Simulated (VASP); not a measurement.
# NdAs3Pb2 (P6mm) in VASP: a series of runs, part 2 of 2

VASP 6.6.1.

**4. Relaxation of cell and atoms, PBE**

INCAR reads:

```
SYSTEM = NdAs3Pb2
PREC     = Accurate       ! precision mode
ENCUT    = 500            ! plane-wave cutoff, eV
EDIFF    = 1E-7           ! SCF threshold, eV
ISMEAR   = 0              ! smearing method
SIGMA    = 0.1            ! smearing width, eV
LREAL    = .False.        ! projectors in reciprocal space
LASPH    = .True.         ! aspherical terms in the spheres
NELM     = 200            ! most SCF steps
ALGO     = Normal         ! electronic algorithm
ISIF     = 3              ! what is computed and relaxed
LWAVE    = .False.        ! write WAVECAR
LCHARG   = .False.        ! write CHGCAR
GGA      = PE             ! functional
IBRION   = 2              ! ionic algorithm
NSW      = 90             ! ionic steps
EDIFFG   = -0.04          ! ionic threshold
GGA_COMPAT= .False.      
NELMIN   = 4            
LMAXMIX  = 6              ! l up to which the mixer works
```

KPOINTS reads:

```
regular mesh
0
Gamma
  3 3 4
  0 0 0
```

POSCAR reads:

```
NdAs3Pb2
1.0
    6.3583320200      0.0000000000      0.0000000000
   -3.1791660100      5.5064770600      0.0000000000
    0.0000000000      0.0000000000      4.6961471000
Nd As Pb
1 3 2
Direct
    0.0000000000      0.0000000000      0.1926302600
    0.0000000000      0.5000000000      0.9950230700
    0.5000000000      0.0000000000      0.9950230700
    0.5000000000      0.5000000000      0.9950230700
    0.6666666700      0.3333333300      0.4961477200
    0.3333333300      0.6666666700      0.4961477200
```

Started as:

```sh
$ cat potpaw_PBE.64/Nd_3/POTCAR potpaw_PBE.64/As/POTCAR potpaw_PBE.64/Pb_d/POTCAR > POTCAR
$ mpirun -np 1 vasp_std > vasp.out
```

It took 7.2 min on 1 thread of Intel Xeon 6975P-C (Granite Rapids), shared host; peak memory 0.32 GiB.

It converged, with:

| Property | Result |
| --- | --- |
| Free energy | -26.9056 eV |
| Relaxed volume | 28.76 Å³/atom |
| Relaxed cell | a = 5.945 Å, b = 5.945 Å, c = 5.639 Å, α = 90.00°, β = 90.00°, γ = 120.00° |
| Space group after relaxing (to 0.1 Å) | P6mm (No. 183) |
| Energy gained by relaxing | 208.6 meV/atom |
| Ionic steps | 19 |
| Pressure after relaxing | 0.0 GPa |
| Largest force after relaxing | 0.013 eV/Å |
| Band gap on the k mesh | zero (bands 27 and 28 overlap by 0.71 eV) |

Forces on the atoms (eV/Å):
```
Nd   0.000  0.000 -0.013
As   0.000  0.000  0.011
As   0.000  0.000  0.011
As   0.000  0.000  0.011
Pb   0.000  0.000 -0.010
Pb   0.000  0.000 -0.010
```

Stress tensor (GPa, compression positive):
```
 0.11  0.00  0.00
 0.00  0.11  0.00
 0.00  0.00 -0.08
```

Step by step:
| step | energy change (eV) | largest force (eV/Å) | pressure (GPa) | volume (Å³) |
| --- | --- | --- | --- | --- |
| 1 | 0.0000 | 0.8935 | 2.26 | 164.42 |
| 2 | -0.2130 | 0.9086 | -0.74 | 173.68 |
| 3 | -0.2658 | 0.8998 | -2.89 | 182.69 |
| 4 | -0.4468 | 0.8009 | -2.92 | 182.50 |
| 5 | -1.0278 | 0.5193 | -2.73 | 181.08 |
| 6 | -0.6632 | 0.8647 | 2.86 | 174.74 |
| 7 | -1.1662 | 0.2151 | -1.66 | 179.51 |
| 8 | -1.1655 | 0.2401 | -1.76 | 179.63 |
| 9 | -1.2091 | 0.2144 | -0.32 | 173.63 |
| 10 | -1.2109 | 0.2310 | 0.06 | 172.25 |
| 11 | -1.2166 | 0.2079 | 0.07 | 172.10 |
| 12 | -1.2306 | 0.1495 | 0.11 | 171.66 |
| 13 | -1.2435 | 0.1019 | 0.32 | 170.79 |
| 14 | -1.2436 | 0.1359 | -0.50 | 173.65 |
| 15 | -1.2454 | 0.1196 | -0.10 | 172.23 |
| 16 | -1.2474 | 0.0945 | -0.10 | 172.45 |
| 17 | -1.2494 | 0.0334 | -0.09 | 172.99 |
| 18 | -1.2509 | 0.0243 | -0.03 | 172.80 |
| 19 | -1.2518 | 0.0132 | 0.05 | 172.58 |

Final structure:
```xyz
6
Lattice="5.9449 0.0000 0.0000 -2.9725 5.1484 0.0000 0.0000 0.0000 5.6387" Properties=species:S:1:pos:R:3 pbc="T T T"
Nd    2.9725    5.1484    0.5873
As   -1.4862    2.5742    0.0574
As    2.9725    0.0000    0.0574
As    1.4862    2.5742    0.0574
Pb    2.9725    1.7161    2.9189
Pb    0.0000    3.4323    2.9189
```

Levels at points of the mesh, in eV from the Fermi level:
| k point | band 25 | band 26 | band 27 | band 28 | band 29 | band 30 |
| --- | --- | --- | --- | --- | --- | --- |
| (0.00, 0.00, 0.00) | -0.92 | -0.88 | -0.88 | 0.35 | 0.49 | 0.64 |
| (0.00, 0.00, 0.50) | -1.38 | -0.13 | -0.13 | 0.29 | 2.22 | 2.30 |

Caveat: the k points lie up to 0.41 Å⁻¹ apart in the final cell, too coarse for converged energies and pressures of a metal; a cell axis changed by over 15 % at a fixed basis, so the end point is rough; spin-orbit coupling is left out, which moves the levels of the heavy elements; the 4f electrons are frozen in the core, so they carry no moment and show no levels. Spin polarisation is off, so any magnetic state and its effect on volume and gap are missing.

**5. Single point, PBE**

This run uses another cell than the first one, of 28.09 Å³/atom.

INCAR reads:

```
ALGO = Normal
EDIFF = 1E-6
ENCUT = 500
GGA = PE
GGA_COMPAT = False
ISIF = 2
ISMEAR = 0
LASPH = True
LCHARG = False
LMAXMIX = 6
LREAL = False
LWAVE = False
NBANDS = 36
NELM = 200
PREC = Accurate
SIGMA = 0.1
```

KPOINTS reads:

```
k-points
0
Gamma
  6 6 8
```

POSCAR reads:

```
NdAs3Pb2
1.0
    5.8053927913      0.0000000000      0.0000000000
   -2.9026963957      5.0276176362      0.0000000000
    0.0000000000      0.0000000000      5.7745195394
Nd As Pb
1 3 2
Direct
    0.0000000000      0.0000000000      0.1702071670
    0.0000000000      0.5000000000     -0.0046740111
    0.5000000000      0.0000000000     -0.0046740111
    0.5000000000      0.5000000000     -0.0046740111
    0.6666666667      0.3333333333      0.5069048882
    0.3333333333      0.6666666667      0.5069048882
```

Started as:

```sh
$ cat potpaw_PBE.64/Nd_3/POTCAR potpaw_PBE.64/As/POTCAR potpaw_PBE.64/Pb_d/POTCAR > POTCAR
$ mpirun -np 1 vasp_std > vasp.out
```

It took 1.9 min on 1 thread of Intel Xeon 6975P-C (Granite Rapids), shared host; peak memory 0.37 GiB.

It converged, with:

| Quantity | Value |
| --- | --- |
| Free energy | -26.9633 eV |
| Pressure | 0.1 GPa |
| Largest force | 0.026 eV/Å |
| Band gap on the k mesh | zero (bands 27 and 28 overlap by 1.21 eV) |

Forces in eV/Å, atoms in the order of the input:
```
Nd   0.000  0.000  0.026
As   0.000  0.000 -0.009
As   0.000  0.000 -0.009
As   0.000  0.000 -0.009
Pb   0.000  0.000  0.001
Pb   0.000  0.000  0.001
```

Stress tensor (GPa, compression positive):
```
0.15 0.00 0.00
0.00 0.15 0.00
0.00 0.00 0.02
```

Levels at points of the mesh, in eV from the Fermi level:
| k point | band 25 | band 26 | band 27 | band 28 | band 29 | band 30 |
| --- | --- | --- | --- | --- | --- | --- |
| (0.00, 0.00, 0.00) | -0.99 | -0.75 | -0.75 | 0.56 | 0.56 | 0.67 |
| (0.50, 0.00, 0.00) | -1.34 | -1.19 | -0.91 | -0.59 | -0.53 | 1.25 |
| (0.00, 0.00, 0.50) | -1.75 | 0.26 | 0.42 | 0.42 | 2.26 | 2.26 |
| (0.50, 0.00, 0.50) | -1.22 | -1.01 | -0.91 | 0.01 | 0.66 | 1.60 |

Caveat: spin-orbit coupling is left out, which moves the levels of the heavy elements; the 4f electrons are frozen in the core, so they carry no moment and show no levels. Spin polarisation is off, so any magnetic state and its effect on volume and gap are missing.

**6. Single point, PBE**

This run uses another cell than the first one, of 28.09 Å³/atom.

INCAR reads:

```
SYSTEM = NdAs3Pb2
  PREC = Accurate
  ENCUT = 500
  EDIFF = 1E-6
  ISMEAR = 0
  SIGMA = 0.1
  LREAL = .FALSE.
  LASPH = .TRUE.
  NELM = 200
  ALGO = Normal
  ISIF = 2
  LWAVE = .FALSE.
  LCHARG = .TRUE.
  GGA = PE
  LELF = .TRUE.
  LVHAR = .TRUE.
  NBANDS = 36
  GGA_COMPAT = .FALSE.
  LMAXMIX = 6
```

KPOINTS reads:

```
regular mesh
0
G
  6 6 8
  0 0 0
```

POSCAR is that of step 5.

Potentials or basis: VASP PAW PBE potentials, release 64 (Nd_3, As, Pb_d), 4f in core.

Started as:

```sh
$ cat potpaw_PBE.64/Nd_3/POTCAR potpaw_PBE.64/As/POTCAR potpaw_PBE.64/Pb_d/POTCAR > POTCAR
$ mpirun -np 1 vasp_std > vasp.out
```

It took 1.9 min on 1 thread of Intel Xeon 6975P-C (Granite Rapids), shared host; peak memory 0.36 GiB.

The run converged. Its results:

- Free energy: -26.9633 eV
- Pressure: 0.1 GPa
- Largest force: 0.026 eV/Å
- Band gap on the k mesh: zero (bands 27 and 28 overlap by 1.21 eV)

Forces on the atoms (eV/Å):
```
Nd   0.000  0.000  0.026
As   0.000  0.000 -0.009
As   0.000  0.000 -0.009
As   0.000  0.000 -0.009
Pb   0.000  0.000  0.001
Pb   0.000  0.000  0.001
```

Stress tensor (GPa, compression positive):
```
0.15 0.00 0.00
0.00 0.15 0.00
0.00 0.00 0.02
```

Levels at points of the mesh, in eV from the Fermi level:
```csv
k point,band 24,band 25,band 26,band 27,band 28,band 29,band 30,band 31
"(0.00, 0.00, 0.00)",-0.99,-0.99,-0.75,-0.75,0.56,0.56,0.67,0.79
"(0.50, 0.00, 0.00)",-1.80,-1.34,-1.19,-0.91,-0.59,-0.53,1.25,1.95
"(0.00, 0.00, 0.50)",-2.83,-1.75,0.26,0.42,0.42,2.26,2.26,2.28
"(0.50, 0.00, 0.50)",-1.37,-1.22,-1.01,-0.91,0.01,0.66,1.60,1.87
```

Caveat: spin-orbit coupling is left out, which moves the levels of the heavy elements; the 4f electrons are frozen in the core, so they carry no moment and show no levels. Spin polarisation is off, so any magnetic state and its effect on volume and gap are missing.

**7. Relaxation of cell and atoms, PBE**

This run uses another cell than the first one, of 28.79 Å³/atom.

INCAR reads:

```
SYSTEM = NdAs3Pb2
  PREC = Accurate
  ENCUT = 500
  EDIFF = 1E-7
  ISMEAR = 0
  SIGMA = 0.1
  LREAL = .False.
  LASPH = .True.
  NELM = 200
  ALGO = Normal
  ISIF = 3
  LWAVE = .False.
  LCHARG = .False.
  GGA = PE
  IBRION = 2
  NSW = 100
  EDIFFG = -0.01
  GGA_COMPAT = .False.
  NELMIN = 4
  LMAXMIX = 6
```

KPOINTS reads:

```
Automatic mesh
0
Gamma
  6 6 8
  0 0 0
```

POSCAR reads:

```
NdAs3Pb2
1.0
    5.9514758357      0.0000000000      0.0000000000
   -2.9757379179      5.1541292637      0.0000000000
    0.0000000000      0.0000000000      5.6321305441
Nd As Pb
1 3 2
Direct
    0.0000000000      0.0000000000      0.1027024391
    0.0000000000      0.5000000000      0.0122088331
    0.5000000000      0.0000000000      0.0122088331
    0.5000000000      0.5000000000      0.0122088331
    0.6666666667      0.3333333333      0.5153329858
    0.3333333333      0.6666666667      0.5153329858
```

Started as:

```sh
$ cat potpaw_PBE.64/Nd_3/POTCAR potpaw_PBE.64/As/POTCAR potpaw_PBE.64/Pb_d/POTCAR > POTCAR
$ mpirun -np 1 vasp_std > vasp.out
```

Wall time 26 min (1 thread of Intel Xeon 6975P-C (Granite Rapids), shared host); peak memory 0.41 GiB.

The run converged. Its results:

```yaml
Free_energy: -26.9643 eV
Relaxed_volume: 28.13 Å³/atom
Relaxed_cell: a = 5.807 Å, b = 5.807 Å, c = 5.779 Å, α = 90.00°, β = 90.00°, γ = 120.00°
Space_group_after_relaxing_to_0.1_Å: P6mm (No. 183)
Energy_gained_by_relaxing: 8.6 meV/atom
Ionic_steps: 19
Pressure_after_relaxing: 0.0 GPa
Largest_force_after_relaxing: 0.008 eV/Å
Band_gap_on_the_k_mesh: zero (bands 27 and 28 overlap by 1.20 eV)
```

Forces on the atoms (eV/Å):
```
Nd   0.000  0.000  0.006
As   0.000  0.000 -0.008
As   0.000  0.000 -0.008
As   0.000  0.000 -0.008
Pb   0.000  0.000  0.008
Pb   0.000  0.000  0.008
```

The path:
```tsv
step	energy change (eV)	largest force (eV/Å)	pressure (GPa)	volume (Å³)
1	0.0000	0.1435	0.10	172.76
2	-0.0019	0.1197	-0.08	173.21
3	-0.0025	0.0948	-0.27	173.66
4	-0.0038	0.0947	-0.20	173.32
5	-0.0063	0.0936	0.00	172.32
6	-0.0046	0.0863	0.43	170.32
7	-0.0067	0.0923	0.13	171.69
8	-0.0085	0.0987	0.15	171.58
9	-0.0140	0.1137	0.18	171.24
10	-0.0250	0.1175	0.24	170.56
11	-0.0336	0.1585	0.35	169.17
12	-0.0383	0.1359	-0.17	170.53
13	-0.0385	0.1319	-0.26	170.78
14	-0.0428	0.1073	-0.10	170.12
15	-0.0454	0.0982	0.16	169.14
16	-0.0493	0.0583	-0.02	169.36
17	-0.0511	0.0058	-0.23	169.65
18	-0.0517	0.0159	0.13	168.28
19	-0.0519	0.0084	0.00	168.76
```

Final structure:
```
CELL_PARAMETERS angstrom
5.80692 0.00000 0.00000
-2.90346 5.02894 0.00000
0.00000 0.00000 5.77900
ATOMIC_POSITIONS crystal
Nd 0.00000 0.00000 0.17203
As 0.00000 0.50000 0.99523
As 0.50000 0.00000 0.99523
As 0.50000 0.50000 0.99523
Pb 0.66667 0.33333 0.50613
Pb 0.33333 0.66667 0.50613
```

Levels at points of the mesh, in eV from the Fermi level:
```csv
k point,band 24,band 25,band 26,band 27,band 28,band 29,band 30,band 31
"(0.00, 0.00, 0.00)",-1.00,-1.00,-0.74,-0.74,0.56,0.56,0.67,0.79
"(0.50, 0.00, 0.00)",-1.80,-1.34,-1.19,-0.90,-0.59,-0.53,1.23,1.94
"(0.00, 0.00, 0.50)",-2.83,-1.76,0.25,0.42,0.42,2.26,2.26,2.27
"(0.50, 0.00, 0.50)",-1.37,-1.22,-1.01,-0.91,0.01,0.66,1.58,1.87
```

Caveat: spin-orbit coupling is left out, which moves the levels of the heavy elements; the 4f electrons are frozen in the core, so they carry no moment and show no levels.

**8. Summary**

```tsv
task	cell	k mesh	gap on the mesh (eV)	pressure (GPa)	relaxed volume (Å³/atom)	largest force (eV/Å)
single point	a = 6.358, b = 6.358, c = 4.696 Å, angles 90.0, 90.0, 120.0°, 6 atoms, atomic positions A	3 × 3 × 4	none	2.3	-	0.89
single point	a = 5.951, b = 5.951, c = 5.632 Å, angles 90.0, 90.0, 120.0°, 6 atoms, atomic positions B	3 × 3 × 4	none	0.0	-	0.03
relaxation of cell and atoms	relaxed from a = 6.358, b = 6.358, c = 4.696 Å, angles 90.0, 90.0, 120.0°, 6 atoms, atomic positions A	3 × 3 × 4	none	0.0	28.76	0.01
single point	a = 5.805, b = 5.805, c = 5.775 Å, angles 90.0, 90.0, 120.0°, 6 atoms, atomic positions C	6 × 6 × 8	none	0.1	-	0.03
relaxation of cell and atoms	relaxed from a = 5.951, b = 5.951, c = 5.632 Å, angles 90.0, 90.0, 120.0°, 6 atoms, atomic positions B	6 × 6 × 8	none	0.0	28.13	0.01
```

Alike in all rows: level PBE; potentials or basis VASP PAW PBE potentials, release 64 (Nd_3, As, Pb_d), 4f in core; no spin polarisation; cutoff (eV) 500; smearing gaussian 0.1 eV.

Caveats: some runs use coarse meshes; spin-orbit coupling is left out, which moves the levels of the heavy elements; the 4f electrons are frozen in the core, so they carry no moment and show no levels; a cell axis changed by over 15 % at a fixed basis, so the end point is rough (at least some runs).

Total energies depend on the potentials used, so only differences within one code and one set of settings carry meaning.
